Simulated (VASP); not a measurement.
# Mg (P6_3/mmc) in VASP: further runs

Mg is run at these levels: PBEsol; tasks: single point, relaxation of cell and atoms.

Program: VASP 6.6.1. These are calculated values, not measurements. Logs are shortened: lines on timing, memory, paths and dates and some standing lists are left out, and cuts for length are marked.

## Step 1: The cell of the first run

It takes space group P6_3/mmc (No. 194, hexagonal). The conventional cell has a = 3.175 Å, b = 3.175 Å, c = 5.160 Å, α = 90.00°, β = 90.00°, γ = 120.00°. Mg (site symmetry -6m2) has 12 Mg at 3.16 to 3.17 Å within 4.2 Å.

## Step 2: Single point, PBEsol

INCAR

```
SYSTEM = Mg
  PREC = Accurate
  ENCUT = 520
  EDIFF = 1E-7
  ISMEAR = 0
  SIGMA = 0.1
  LREAL = .False.
  LASPH = .True.
  NELM = 60
  ALGO = Fast
  ISIF = 2
  LWAVE = .False.
  LCHARG = .False.
  GGA = PS
  NBANDS = 9
```

KPOINTS

```
Automatic mesh
0
Gamma
  27 27 14
  0 0 0
```

POSCAR

```
Mg
1.0
    3.1748560631      0.0000000000      0.0000000000
   -1.5874280315      2.7495060040      0.0000000000
    0.0000000000      0.0000000000      5.1600429264
Mg
2
Direct
    0.3333333333      0.6666666667      0.2500000000
    0.6666666667      0.3333333333      0.7500000000
```

Potentials or basis: VASP PAW PBE potentials, release 64 (Mg).

On the command line:

```sh
cat potpaw_PBE.64/Mg/POTCAR > POTCAR
mpirun -np 1 vasp_std > vasp.out
```

OUTCAR:

```text
SYSTEM = Mg
   PREC = Accurate
   ENCUT = 520
   EDIFF = 1E-7
   ISMEAR = 0
   LREAL = .False.
   LASPH = .True.
   NELM = 60
   ISIF = 2
   GGA = PS

 ion  position               nearest neighbor table
   1  0.333  0.667  0.250-   2 3.16   2 3.16   2 3.16   2 3.16   2 3.16   2 3.16
   2  0.667  0.333  0.750-   1 3.16   1 3.16   1 3.16   1 3.16   1 3.16   1 3.16

  LATTYP: Found a hexagonal cell.
 ALAT       =     3.1748560631
 C/A-ratio  =     1.6252840519

  Lattice vectors:

 A1 = (   3.1748560631,   0.0000000000,   0.0000000000)
 A2 = (  -1.5874280315,   2.7495060040,   0.0000000000)
 A3 = (   0.0000000000,   0.0000000000,   5.1600429264)

Analysis of symmetry for initial positions (statically):
=====================================================================
 Subroutine PRICEL returns:
 Original cell was already a primitive cell.

 Routine SETGRP: Setting up the symmetry group for a
 hexagonal supercell.

 Subroutine GETGRP returns: Found 24 space group operations
 (whereof 12 operations were pure point group operations)
 out of a pool of 24 trial point group operations.

The static configuration has the point symmetry D_3d.
 The point group associated with its full space group is D_6h.

Analysis of symmetry for dynamics (positions and initial velocities):
=====================================================================
 Subroutine PRICEL returns:
 Original cell was already a primitive cell.

 Routine SETGRP: Setting up the symmetry group for a
 hexagonal supercell.

 Subroutine GETGRP returns: Found 24 space group operations
 (whereof 12 operations were pure point group operations)
 out of a pool of 24 trial point group operations.

The dynamic configuration has the point symmetry D_3d.
 The point group associated with its full space group is D_6h.

 Subroutine INISYM returns: Found 24 space group operations
 (whereof 12 operations are pure point group operations),
 and found     1 'primitive' translations

----------------------------------------------------------------------------------------

                                     Primitive cell

  volume of cell :      45.0435

  direct lattice vectors                    reciprocal lattice vectors
     3.174856063  0.000000000  0.000000000     0.314974909  0.181850849  0.000000000
    -1.587428032  2.749506004  0.000000000     0.000000000  0.363701697  0.000000000
     0.000000000  0.000000000  5.160042926     0.000000000  0.000000000  0.193796837

  length of vectors
     3.174856063  3.174856063  5.160042926     0.363701697  0.363701697  0.193796837

  position of ions in fractional coordinates (direct lattice)
     0.333333333  0.666666667  0.250000000
     0.666666667  0.333333333  0.750000000

  ion indices of the primitive-cell ions
   primitive index   ion index
                 1           1
                 2           2

----------------------------------------------------------------------------------------

 KPOINTS: Automatic mesh

Automatic generation of k-mesh.
 Grid dimensions read from file:
 generate k-points for:   27   27   14

 Generating k-lattice:

  Cartesian coordinates                     Fractional coordinates (reciprocal lattice)
     0.011665737  0.006735217  0.000000000     0.037037037 -0.000000000  0.000000000
     0.000000000  0.013470433  0.000000000     0.000000000  0.037037037  0.000000000
     0.000000000  0.000000000  0.013842631     0.000000000  0.000000000  0.071428571

  Length of vectors
     0.013470433  0.013470433  0.013842631

  Shift w.r.t. Gamma in fractional coordinates (k-lattice)
     0.000000000  0.000000000  0.000000000

 Subroutine IBZKPT returns following result:
 ===========================================

 Found    600 irreducible k-points:

 Following reciprocal coordinates:
            Coordinates               Weight
  0.000000  0.000000  0.000000      1.000000
  0.037037 -0.000000  0.000000      6.000000
  0.074074 -0.000000  0.000000      6.000000
  0.111111 -0.000000  0.000000      6.000000
  0.148148 -0.000000  0.000000      6.000000
  0.185185 -0.000000  0.000000      6.000000
[... 16 lines left out ...]
  0.333333  0.037037  0.000000     12.000000
  0.370370  0.037037  0.000000     12.000000
 [... further k-points ...]
   k-points           NKPTS =    600   k-points in BZ     NKDIM =    600   number of bands    NBANDS=      9
   number of dos      NEDOS =    301   number of ions     NIONS =      2
   total plane-waves  NPLWV =  23040
   dimension x,y,z NGX =    24 NGY =   24 NGZ =   40
   dimension x,y,z NGXF=    48 NGYF=   48 NGZF=   80
   ions per type =               2
   NGX,Y,Z   is equivalent  to a cutoff of  12.57, 12.57, 12.89 a.u.
   NGXF,Y,Z  is equivalent  to a cutoff of  25.13, 25.13, 25.77 a.u.
 SYSTEM =  Mg
   PREC   = accura    normal or accurate (medium, high low for compatibility)
   ISTART =      0    job   : 0-new  1-cont  2-samecut
   ICHARG =      2    charge: 1-file 2-atom 10-const
   ISPIN  =      1    spin polarized calculation?
   LNONCOLLINEAR =      F non collinear calculations
   LSORBIT =      F    spin-orbit coupling
   LASPH  =      T    aspherical Exc in radial PAW
   ENCUT  =  520.0 eV  38.22 Ry    6.18 a.u.   5.90  5.90  9.59*2*pi/ulx,y,z
   NELM   =     60;   NELMIN=  2; NELMDL= -5     # of ELM steps
   EDIFF  = 0.1E-06   stopping-criterion for ELM
   LREAL  =      F    real-space projection
   EDIFFG = 0.1E-05   stopping-criterion for IOM
   NSW    =      0    number of steps for IOM
   IBRION =     -1    ionic relax: 0-MD 1-quasi-New 2-CG
   NFREE  =      0    steps in history (QN), initial steepest desc. (CG)
   ISIF   =      2    stress and relaxation
   ISYM   =      2    0-nonsym 1-usesym 2-fastsym
   POTIM  = 0.5000    time-step for ionic-motion
   TEBEG  =    0.0;   TEEND  =   0.0 temperature during run
   PSTRESS=    0.0 pullay stress
   NELECT =       4.0000    total number of electrons
   NUPDOWN=      -1.0000    fix difference up-down
   EMIN   =  10.00;   EMAX   =-10.00  energy-range for DOS
   EFERMI =   0.00;   METHOD = LEGACY
   ISMEAR =     0;   SIGMA  =   0.10  broadening in eV -4-tet -1-fermi 0-gaus
   EFERMI_NEDOS =   21; number of points for ismear=-14 and -15
   IALGO  =     68    algorithm
   IMIX   =      4    mixing-type and parameters
     AMIX     =   0.40;   BMIX     =  1.00
     AMIX_MAG =   1.60;   BMIX_MAG =  1.00
  volume/ion in A,a.u.               =      22.52       151.98
  Fermi-wavevector in a.u.,A,eV,Ry     =   0.730383  1.380224  7.258160  0.533460
  Thomas-Fermi vector in A             =   1.822340
   LORBIT       =      0    0 simple, 1 ext, 2 COOP (PROOUT), +10 PAW based schemes
   GGA     = PS    functional components
   LHFCALC =     F    Hartree Fock is set to
   AEXX    =    0.0000 exact exchange contribution
   IVDW    =     0    specifies the selected vdW correction
   LEPSILON=     F    determine dielectric tensor
   LRPA    =     F    only Hartree local field effects (RPA)
 non-spin polarized calculation
 RMM-DIIS sequential band-by-band and
 Gauss-broadening in eV      SIGMA  =   0.10
  energy-cutoff  :      520.00
  volume of cell :       45.04
 maximum number of plane-waves:      1236
 NGX is ok and might be reduce to    24
   NGX = 11   NGY = 11   NGZ = 19

 number of electron       4.0000000 magnetization

 Free energy of the ion-electron system (eV)
  ---------------------------------------------------
  ext. energy  EPLUGINS =         0.00000000
  ---------------------------------------------------
  free energy    TOTEN  =        -3.45022592 eV

  energy without entropy =       -3.44650205  energy(sigma->0) =       -3.44836398

 E-fermi :   2.7107     XC(G=0):  -8.5938

 val. band max:        2.7034661339   @ k =   0.3704   0.0370   0.0714
 cond. band min:       2.7119596461   @ k =   0.3333   0.3333   0.3571
 fundamental gap:      0.0084935122
 Fermi energy:         2.7107083641

 k-point     1 :       0.0000    0.0000    0.0000
  band No.  band energies     occupation
      1      -4.3199      2.00000
      2       0.9690      2.00000
      3       1.4449      2.00000
      4      13.7402      0.00000
      5      13.7402      0.00000
      6      13.8992      0.00000
      7      13.8992      0.00000
      8      14.6148      0.00000
      9      16.3176      0.00000

 k-point     2 :       0.0370   -0.0000    0.0000
  band No.  band energies     occupation
      1      -4.2926      2.00000
      2       0.9940      2.00000
      3       1.4715      2.00000
      4      12.8771      0.00000
      5      13.2253      0.00000
      6      13.9093      0.00000
      7      14.4526      0.00000
      8      15.0303      0.00000
      9      16.6597      0.00000

 k-point     3 :       0.0741   -0.0000    0.0000
  band No.  band energies     occupation
      1      -4.2105      2.00000
      2       1.0688      2.00000
      3       1.5512      2.00000
      4      11.7476      0.00000
      5      12.6814      0.00000
      6      13.4850      0.00000
      7      15.1040      0.00000
      8      15.4451      0.00000
      9      16.4463      0.00000

 k-point     4 :       0.1111   -0.0000    0.0000
  band No.  band energies     occupation
      1      -4.0738      2.00000
      2       1.1936      2.00000
      3       1.6832      2.00000
      4      10.5966      0.00000
      5      12.1805      0.00000
      6      12.9565      0.00000
      7      15.3384      0.00000
      8      15.4616      0.00000
      9      15.7407      0.00000

 k-point     5 :       0.1481   -0.0000    0.0000
  band No.  band energies     occupation
      1      -3.8828      2.00000
      2       1.3683      2.00000
      3       1.8666      2.00000
      4       9.4643      0.00000
      5      11.7246      0.00000
      6      12.3981      0.00000
      7      14.2180      0.00000
      8      14.9732      0.00000
      9      16.1849      0.00000

 k-point     6 :       0.1852   -0.0000    0.0000
  band No.  band energies     occupation
      1      -3.6378      2.00000
      2       1.5931      2.00000
      3       2.0994      2.00000
      4       8.3662      0.00000
      5      11.3144      0.00000
      6      11.8259      0.00000
      7      13.1182      0.00000
      8      14.2675      0.00000
      9      15.8908      0.00000
[... 169 lines left out ...]
 k-point    21 :       0.2593    0.0370    0.0000
  band No.  band energies     occupation
      1      -2.7719      2.00000
      2       2.3931      1.99999
      3       2.8805      0.01635
      4       5.8503      0.00000
      5       9.6225      0.00000
      6      10.5519      0.00000
      7      10.9790      0.00000
      8      12.8661      0.00000
      9      14.5020      0.00000

 k-point    22 :       0.2963    0.0370    0.0000
  band No.  band energies     occupation
      1      -2.3420      2.00000
      2       2.7935      0.24183
      3       3.1952      0.00000
      4       4.9873      0.00000
      5       9.2056      0.00000
      6       9.5986      0.00000
      7      10.4076      0.00000
      8      12.4538      0.00000
      9      14.2166      0.00000

 k-point    23 :       0.3333    0.0370    0.0000
  band No.  band energies     occupation
      1      -1.8609      2.00000
      2       3.2441      0.00000
      3       3.2652      0.00000
      4       4.4593      0.00000
      5       8.6936      0.00000
      6       8.7160      0.00000
      7       9.9432      0.00000
      8      12.1349      0.00000
      9      13.9829      0.00000

 k-point    24 :       0.3704    0.0370    0.0000
  band No.  band energies     occupation
      1      -1.3293      2.00000
      2       2.7469      0.60855
      3       3.7447      0.00000
      4       4.6081      0.00000
      5       7.8386      0.00000
      6       8.1379      0.00000
      7       9.6211      0.00000
      8      11.8974      0.00000
      9      13.8009      0.00000

 [... further k-points ...]

------------------------ aborting loop because EDIFF is reached ----------------------------------------

  FORCE on cell =-STRESS in cart. coord.  units (eV):
  Direction    XX          YY          ZZ          XY          YZ          ZX
  --------------------------------------------------------------------------------------
  -------------------------------------------------------------------------------------
  Total       -0.0136791     -0.0136791     -0.0148412     -0.0000000      0.0000000      0.0000000
  in kB       -0.4865602     -0.4865602     -0.5278951     -0.0000000      0.0000000      0.0000000
  external PRESSURE =      -0.5003385 kB  Pullay stress =       0.0000000 kB

 VOLUME and BASIS-vectors are now :
 -----------------------------------------------------------------------------
  energy-cutoff  :      520.00
  volume of cell :       45.04
      direct lattice vectors                 reciprocal lattice vectors
     3.174856063  0.000000000  0.000000000     0.314974909  0.181850849  0.000000000
    -1.587428032  2.749506004  0.000000000     0.000000000  0.363701697  0.000000000
     0.000000000  0.000000000  5.160042926     0.000000000  0.000000000  0.193796837

 POSITION                                       TOTAL-FORCE (eV/Angst)
 -----------------------------------------------------------------------------------
     -0.00000      1.83300      1.29001        -0.000000      0.000000      0.000000
      1.58743      0.91650      3.87003         0.000000     -0.000000      0.000000
 -----------------------------------------------------------------------------------
    total drift:                                0.000000     -0.000000      0.000000

  FREE ENERGIE OF THE ION-ELECTRON SYSTEM (eV)
  ---------------------------------------------------
  free  energy   TOTEN  =        -3.4502259151 eV

  energy  without entropy=       -3.4465020494  energy(sigma->0) =       -3.44836398
```

Run time: 45 s. Hardware: 1 thread of Intel Xeon 6975P-C (Granite Rapids), shared host; peak memory 0.34 GiB.

Results:

* Free energy: -3.4502 eV
* Pressure: -0.1 GPa
* Band gap on the k mesh: zero (bands 2 and 3 overlap by 2.23 eV)

Caveat: the PAW data sets were made with another functional, which shifts forces and pressure a little.

## Step 3: Relaxation of cell and atoms, PBEsol, target pressure 75 GPa, at which the enthalpy is minimised

This run uses another cell than the first one, of 12.18 Å³/atom.

INCAR

```
SYSTEM = Mg
PREC = Accurate ; ENCUT = 600
EDIFF = 1E-6 ; ISMEAR = 0
SIGMA = 0.1 ; LREAL = .FALSE.
LASPH = .TRUE. ; NELM = 100
ALGO = Fast ; ISIF = 3
LWAVE = .FALSE. ; LCHARG = .FALSE.
GGA = PS ; IBRION = 2
NSW = 70 ; EDIFFG = -0.004
PSTRESS = 750.0
```

KPOINTS

```
regular mesh
0
G
  27 27 14
  0 0 0
```

POSCAR

```
Mg
1.0
    2.5865279101      0.0000000000      0.0000000000
   -1.2932639550      2.2399988778      0.0000000000
    0.0000000000      0.0000000000      4.2046606048
Mg
2
Direct
    0.3333333333      0.6666666667      0.2500000000
    0.6666666667      0.3333333333      0.7500000000
```

Potentials or basis: VASP PAW PBE potentials, release 64 (Mg).

On the command line:

```sh
cat potpaw_PBE.64/Mg/POTCAR > POTCAR
mpirun -np 1 vasp_std > vasp.out
```

Run time: 47 s. Hardware: 1 thread of Intel Xeon 6975P-C (Granite Rapids), shared host; peak memory 0.26 GiB.

Results (log left out):

```yaml
Free_energy: -0.5419 eV
Relaxed_volume: 12.27 Å³/atom
Relaxed_cell: a = 2.593 Å, b = 2.593 Å, c = 4.214 Å, α = 90.00°, β = 90.00°, γ = 120.00°
Space_group_after_relaxing_to_0.1_Å: P6_3/mmc (No. 194)
Energy_change_on_relaxing_the_run_minimises_the_enthalpy: -40.4 meV/atom
Ionic_steps: 3
Pressure_after_relaxing: 75.0 GPa
Band_gap_on_the_k_mesh: zero (bands 2 and 3 overlap by 2.45 eV)
```

Step by step:
```csv
step,energy change (eV),largest force (eV/Å),pressure (GPa),volume (Å³)
1,0.0000,0.0000,76.89,24.36
2,-0.2358,0.0000,71.38,24.87
3,-0.0808,0.0000,75.00,24.53
```

Final structure:
```
CELL_PARAMETERS angstrom
2.59255 0.00000 0.00000
-1.29628 2.24522 0.00000
0.00000 0.00000 4.21441
ATOMIC_POSITIONS crystal
Mg 0.33333 0.66667 0.25000
Mg 0.66667 0.33333 0.75000
```

Levels at points of the mesh, in eV from the Fermi level:
```csv
k point,band 1,band 2,band 3,band 4,band 5,band 6
"(0.00, 0.00, 0.00)",-10.07,-2.73,-1.27,14.98,14.98,15.94
"(0.00, 0.00, 0.50)",-7.97,-7.97,7.10,7.10,15.80,15.80
```

Caveat: the cell is relaxed towards a set pressure, so the run minimises the enthalpy, not the energy; the PAW data sets were made with another functional, which shifts forces and pressure a little. Zero-point motion and thermal expansion aren't in these numbers.
